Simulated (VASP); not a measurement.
Input of a VASP 6.6.1 run:

File INCAR:

```
PREC = Accurate
ENCUT = 700
EDIFF = 1E-6
ISMEAR = 0
SIGMA = 0.05
LREAL = False
LASPH = True
NELM = 200
ALGO = Normal
ISIF = 2
LWAVE = False
LCHARG = True
LMAXMIX = 4
LDAU = True
LDAUTYPE = 2
LDAUL = 2 -1
LDAUU = 3.3 0
LDAUJ = 0 0
LDAUPRINT = 1
GGA = PE
LELF = True
LVHAR = True
NBANDS = 18
GGA_COMPAT = False
```

The input KPOINTS:

```
Automatic mesh
0
Gamma
  10 10 10
```

POSCAR

```
CoO
1.0
    0.0000000000      2.1315016559      2.1315016559
    2.1315016559      0.0000000000      2.1315016559
    2.1315016559      2.1315016559      0.0000000000
Co O
1 1
Direct
    0.0000000000      0.0000000000      0.0000000000
    0.5000000000      0.5000000000      0.5000000000
```

Potentials or basis: VASP PAW PBE potentials, release 64 (Co_sv, O).

Launch:

```console
$ cat potpaw_PBE.64/Co_sv/POTCAR potpaw_PBE.64/O/POTCAR > POTCAR
$ mpirun -np 1 vasp_std > vasp.out
```

**Question.** What does it give for the pressure?

**Answer.** -19.1 GPa.

**Question.** Estimate the band gap on the k mesh.

**Answer.** Zero (an odd number of electrons rules out a gap without spin polarisation).

Eigenvalues of the final occupation matrices:
```tsv
site	spin	trace	eigenvalues
site 1 d	1	3.43	0.35 0.35 0.91 0.91 0.91
site 1 d	2	3.43	0.35 0.35 0.91 0.91 0.91
```

Caveat: the cell stands under tension; an odd number of electrons without spin polarisation forces a metal; a magnetic or distorted state may lie lower; the run has no spin polarisation, though such a crystal can be magnetic; U without spin polarisation on a metal has little footing. Spin polarisation is off, so any magnetic state and its effect on volume and gap are missing.
